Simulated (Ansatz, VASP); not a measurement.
# AlN: VASP beside Ansatz

```
Al N
1.0
     0.00000    2.03734    1.97800
     2.03734    0.00000    1.97800
     2.03734    2.03734    0.00000
Al N
1 1
Direct
  0.00000 0.00000 0.00000
  0.50000 0.50000 0.50000
```

Change from the starting cell: equal xx and yy strain of +3 %.

Alike in both runs: task single point; functional LDA; k mesh 10 × 10 × 10; occupations fermi-dirac, width 0.02 eV; no spin polarisation.

|  | VASP | Ansatz |
| --- | --- | --- |
| version | VASP 6.6.1 | Ansatz 0.2.0 |
| potentials or method | VASP PAW LDA potentials, release 64 (Al, N), cutoff 520 eV | all-electron LAPW, scalar-relativistic |

```csv
,VASP,Ansatz,Ansatz less VASP
gap on the k mesh at the Fermi level (eV),4.28,4.27,-0.003
pressure (GPa),-3.7,-4.2,-0.52
"traceless stress, the component that is largest in VASP (GPa)",5.89,5.75,-0.139
```

LDA's correlation is that of Perdew and Zunger in VASP and of Perdew and Wang (1992) in Ansatz. Ansatz ran all-electron here, and VASP with PAW potentials.
